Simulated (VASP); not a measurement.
Input of a VASP 6.6.1 run:

File INCAR:

```
PREC = Accurate
ENCUT = 500
EDIFF = 1E-6
ISMEAR = 0
SIGMA = 0.15
LREAL = F
LASPH = T
NELM = 120
ALGO = Normal
ISIF = 2
LWAVE = F
LCHARG = F
GGA = PE
NBANDS = 34
GGA_COMPAT = F
```

Contents of KPOINTS:

```
Automatic mesh
0
Gamma
  3 3 3
```

The input POSCAR:

```
In3B2H3
1.0
    6.9230102548      0.0000000000      0.0000000000
   -3.4615051274      5.9955027513      0.0000000000
    0.0000000000      0.0000000000      3.0679731803
In B H
3 2 3
Direct
    0.1647069846      0.8352930154      0.5000000000
    0.1647069846      0.3294139692      0.5000000000
    0.6705860308      0.8352930154      0.5000000000
    0.3333333333      0.6666666667      0.0000000000
    0.0000000000      0.0000000000      0.0000000000
    0.8133429379      0.1866570621      0.5000000000
    0.8133429379      0.6266858757      0.5000000000
    0.3733141243      0.1866570621      0.5000000000
```

Potentials or basis: VASP PAW PBE potentials, release 64 (In_d, B, H).

The run is started by

```bash
$ cat potpaw_PBE.64/In_d/POTCAR potpaw_PBE.64/B/POTCAR potpaw_PBE.64/H/POTCAR > POTCAR
$ mpirun -np 1 vasp_std > vasp.out
```

Task: Predict the band gap on the k mesh.

Result: 0.25 eV, indirect (least direct gap 0.68 eV).

Task: Estimate the largest force.

Result: 0.022 eV/Å.

Task: What does it give for the pressure?

Result: -0.5 GPa.

Forces on the atoms (eV/Å):
```
In   0.019 -0.011  0.000
In   0.000  0.022  0.000
In  -0.019 -0.011  0.000
B    0.000  0.000  0.000
B    0.000  0.000  0.000
H    0.002 -0.001  0.000
H    0.000  0.003  0.000
H   -0.002 -0.001  0.000
```

Caveat: the k points lie up to 0.68 Å⁻¹ apart; spin-orbit coupling is left out, which moves the levels of the heavy elements. A k mesh can miss the band edges.
